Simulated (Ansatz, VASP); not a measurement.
# Sn in VASP and in Ansatz

```xyz
2
Lattice="-3.1132 3.1155 1.6776 3.1155 -3.1132 1.6776 3.1134 3.1134 -1.6734" Properties=species:S:1:pos:R:3 pbc="T T T"
Sn    6.2286    0.0005    0.0042
Sn    0.0009    3.1147    0.8409
```

Alike in both runs: task single point; functional revPBE; k mesh 18 × 18 × 12; occupations fermi-dirac, width 0.1 eV; no spin polarisation.

|  | VASP | Ansatz |
| --- | --- | --- |
| version | VASP 6.6.1 | Ansatz 0.2.0 |
| potentials or method | VASP PAW PBE potentials, release 64 (Sn_d), cutoff 520 eV | plane waves (420 eV) with PAW, scalar-relativistic |
| valence electrons in the cell | 28 | 28 |

|  | VASP | Ansatz | Ansatz less VASP |
| --- | --- | --- | --- |
| pressure (GPa) | -3.8 | -3.8 | +0.04 |
| traceless stress, the component that is largest in VASP (GPa) | 0.18 | 0.18 | +0.004 |

VASP's potentials were made for PBE, not for revPBE.
